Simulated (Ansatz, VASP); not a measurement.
# Ti in VASP and in Ansatz

File INCAR:

```
SYSTEM = Ti
PREC     = Accurate       ! precision mode
ENCUT    = 520            ! plane-wave cutoff, eV
EDIFF    = 1E-6           ! SCF threshold, eV
ISMEAR   = -1             ! smearing method
SIGMA    = 0.1            ! smearing width, eV
LREAL    = .False.        ! projectors in reciprocal space
LASPH    = .True.         ! aspherical terms in the spheres
NELM     = 60             ! most SCF steps
ALGO     = Normal         ! electronic algorithm
ISIF     = 2              ! what is computed and relaxed
LWAVE    = .False.        ! write WAVECAR
LCHARG   = .False.        ! write CHGCAR
GGA      = B5             ! functional
ALDAX    = 1.0          
AGGAX    = 1.0          
AGGAC    = 1.0          
ALDAC    = 0.0          
NBANDS   = 12             ! bands
```

The input KPOINTS:

```
regular mesh
0
Gamma
  15 15 15
  0 0 0
```

The input POSCAR:

```
Ti
1.0
    0.0000000000      2.1271621055      2.1271621055
    2.1271621055      0.0000000000      2.1271621055
    2.1271621055      2.1271621055      0.0000000000
Ti
1
Direct
    0.0000000000      0.0000000000      0.0000000000
```

Input for Ansatz:

```yaml
crystal:
  lattice:
    - [0.0, 2.1271621055, 2.1271621055]
    - [2.1271621055, 0.0, 2.1271621055]
    - [2.1271621055, 2.1271621055, 0.0]
  atoms:
    - { symbol: Ti, position: [0.0, 0.0, 0.0] }
hamiltonian:
  xc: blyp
  pseudopotentials:
    kind: paw
    azcp:
      Ti: "pseudopotentials/Ti.paw.azcp"
basis:
  ecutwfc: 420
  fft_grid_basis: typed
kpoints:
  mp_grid: { grid: [15, 15, 15], shift: [0, 0, 0] }
magnetization:
  spin_polarized: false
scf:
  occupations: { method: fermi_dirac, width: 0.1 }
  lower_state_search: "off"
output:
  stress: true
  write_density: true
  write_potential: true
  elf: true
  volumetric_format: npy
```

Alike in both runs: task single point; functional BLYP; k mesh 15 × 15 × 15; occupations fermi-dirac, width 0.1 eV; no spin polarisation.

|  | VASP | Ansatz |
| --- | --- | --- |
| version | VASP 6.6.1 | Ansatz 0.2.0 |
| potentials or method | VASP PAW PBE potentials, release 64 (Ti_sv), cutoff 520 eV | plane waves (420 eV) with PAW, scalar-relativistic |
| valence electrons in the cell | 12 | 12 |

```csv
,VASP,Ansatz,Ansatz less VASP
pressure (GPa),-6.7,-6.7,-0.04
```

VASP's potentials were made for PBE, not for BLYP.
